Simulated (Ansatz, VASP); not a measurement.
**SnTe in VASP and in Ansatz**

```
CELL_PARAMETERS angstrom
0.06313 3.18806 3.18806
3.18806 0.06313 3.18806
3.18806 3.18806 0.06313
ATOMIC_POSITIONS crystal
Sn 0.00000 0.00000 0.00000
Te 0.50000 0.50000 0.50000
```

Change from the starting cell: equal xy, yz and zx shear strains of +2 %.

Alike in both runs: task single point; functional PBEsol; k mesh 11 × 11 × 11; occupations fermi-dirac, width 0.08 eV; no spin polarisation.

|  | VASP | Ansatz |
| --- | --- | --- |
| version | VASP 6.6.1 | Ansatz 0.2.0 |
| potentials or method | VASP PAW PBE potentials, release 64 (Sn_d, Te), cutoff 520 eV | all-electron LAPW, scalar-relativistic |

|  | VASP | Ansatz | Ansatz less VASP |
| --- | --- | --- | --- |
| pressure (GPa) | -0.6 | -0.5 | +0.03 |
| traceless stress, the component that is largest in VASP (GPa) | -0.32 | -0.32 | 0.000 |

VASP's potentials were made for PBE, not for PBEsol. Ansatz ran all-electron here, and VASP with PAW potentials.

Spin-orbit coupling is off throughout.
